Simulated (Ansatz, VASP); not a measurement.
**One calculation of Sr, two programs**

```
Sr
1.0
     3.83145    0.00000    0.00000
     0.00000    3.83145    0.00000
     0.00000    0.00000    3.83145
Sr
1
Direct
  0.00000 0.00000 0.00000
```

Alike in both runs: task single point; functional PBEsol; k mesh 6 × 6 × 6; occupations gaussian, width 0.1 eV; no spin polarisation.

|  | VASP | Ansatz |
| --- | --- | --- |
| version | VASP 6.6.1 | Ansatz 0.2.0 |
| potentials or method | VASP PAW PBE potentials, release 64 (Sr_sv), cutoff 520 eV | scalar-relativistic, plane waves, PAW |
| valence electrons in the cell | 10 | 10 |

|  | VASP | Ansatz | Ansatz less VASP |
| --- | --- | --- | --- |
| gap on the k mesh at the Fermi level (eV) | none | none | - |
| pressure (GPa) | -0.4 | -0.4 | -0.01 |

VASP's potentials were made for PBE, not for PBEsol. A gap of «none» marks a metal or a gap that the smearing closes. The functional is the same, so the differences come from potentials, cutoffs and numerics.
